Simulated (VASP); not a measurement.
Write the native input for VASP 6.6.1 that does the following.

```
Task                   : single point
Functional             : PBEsol
Potentials or basis    : VASP PAW PBE potentials, release 64 (Sb)
Cutoff                 : 520 eV
k mesh                 : 11 × 11 × 8
Occupations            : fermi-dirac, width 0.1 eV
Spin                   : no spin polarisation
Dipole correction      : no
Further INCAR settings : ALGO = Normal; EDIFF = 1e-07; NBANDS = 12
```

The structure of Sb lies in POSCAR:

```
Sb
1.0
    2.3573854906      2.3573854906      0.0000000000
   -2.3573854906      2.3573854906      0.0000000000
    0.0000000000      0.0000000000      4.7147709811
Sb
2
Direct
    0.0000000000      0.0000000000      0.0000000000
    0.5000000000      0.5000000000      0.5000000000
```

One way to write it, as run:

INCAR

```
ALGO = Normal
EDIFF = 1E-7
ENCUT = 520
GGA = PS
ISIF = 2
ISMEAR = -1
LASPH = T
LCHARG = F
LREAL = F
LWAVE = F
NBANDS = 12
NELM = 60
PREC = Accurate
SIGMA = 0.1
```

KPOINTS

```
k-points
0
Gamma
  11 11 8
```

Potentials or basis: VASP PAW PBE potentials, release 64 (Sb).

Run with:

```bash
$ cat potpaw_PBE.64/Sb/POTCAR > POTCAR
$ mpirun -np 1 vasp_std > vasp.out
```

It gave:

```
Pressure               : -0.1 GPa
Band gap on the k mesh : zero (band 5 reaches 12.44 eV, above the bottom of band 6 at 5.53 eV)
```

Caveat: the PAW data sets were made with another functional, which shifts forces and pressure a little; spin-orbit coupling is left out, which moves the levels of the heavy elements.

Wall time 20 s on 1 thread of Intel(R) Xeon(R) 6975P-C (Granite Rapids) (shared host), peak memory 0.2 GiB.
